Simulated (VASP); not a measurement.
Here is a VASP 6.6.1 calculation.

File INCAR:

```
ALGO = Normal
EDIFF = 1E-6
ENCUT = 600
GGA = PE
GGA_COMPAT = F
ISIF = 2
ISMEAR = 0
LASPH = T
LCHARG = F
LREAL = F
LWAVE = F
NBANDS = 11
NELM = 120
PREC = Accurate
SIGMA = 0.01
```

KPOINTS

```
k-points
0
Gamma
  6 6 1
```

The input POSCAR:

```
BN
1.0
    2.5000000000      0.0000000000      0.0000000000
   -1.2500000000      2.1650640000      0.0000000000
    0.0000000000      0.0000000000     16.0000000000
B N
1 1
Direct
    0.3333333333      0.6666666667      0.5000000000
    0.6666666667      0.3333333333      0.5000000000
```

Potentials or basis: VASP PAW PBE potentials, release 64 (B, N).

Command:

```console
$ cat potpaw_PBE.64/B/POTCAR potpaw_PBE.64/N/POTCAR > POTCAR
$ mpirun -np 1 vasp_std > vasp.out
```

Problem. Predict the band gap on the k mesh.

Solution. 4.67 eV, indirect (least direct gap 4.70 eV).

Caveat: the k points lie up to 0.48 Å⁻¹ apart.
